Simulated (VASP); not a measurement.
Set up this calculation in VASP 6.6.1, as the native input.

```
Task                   : single point
Functional             : PBE
Potentials or basis    : VASP PAW PBE potentials, release 64 (Al)
Cutoff                 : 520 eV
k mesh                 : 22 × 22 × 22
Occupations            : gaussian, width 0.15 eV
Spin                   : no spin polarisation
Dipole correction      : no
Further INCAR settings : ALGO = Fast; EDIFF = 1e-07; NBANDS = 8
```

The structure of Al lies in POSCAR:

```
Al
1.0
   -1.3804430706      1.3804430706      2.1614977600
    1.3804430706     -1.3804430706      2.1614977600
    1.3804430706      1.3804430706     -2.1614977600
Al
1
Direct
    0.0000000000      0.0000000000      0.0000000000
```

This cell differs from its parent crystal: volume 16.476 Å^3 an atom, c/a of the conventional cell 1.5658.

One way to write it, as run:

INCAR

```
PREC     = Accurate       # precision mode
ENCUT    = 520            # plane-wave cutoff, eV
EDIFF    = 1E-7           # SCF threshold, eV
ISMEAR   = 0              # smearing method
SIGMA    = 0.15           # smearing width, eV
LREAL    = F              # projectors in reciprocal space
LASPH    = T              # aspherical terms in the spheres
NELM     = 100            # most SCF steps
ALGO     = Fast           # electronic algorithm
ISIF     = 2              # what is computed and relaxed
LWAVE    = F              # write WAVECAR
LCHARG   = T              # write CHGCAR
GGA      = PE             # functional
LELF     = T              # ELF
LVHAR    = T            
NBANDS   = 8              # bands
```

KPOINTS

```
Automatic mesh
0
Gamma
  22 22 22
```

Potentials or basis: VASP PAW PBE potentials, release 64 (Al).

The run is started by

```console
$ cat potpaw_PBE.64/Al/POTCAR > POTCAR
$ mpirun -np 1 vasp_std > vasp.out
```

It gave:

```
Pressure : 0.8 GPa
```

Run time: 59 s on 1 thread of Intel(R) Xeon(R) Platinum 8488C (Sapphire Rapids), with other jobs on the host, peak memory 0.21 GiB.
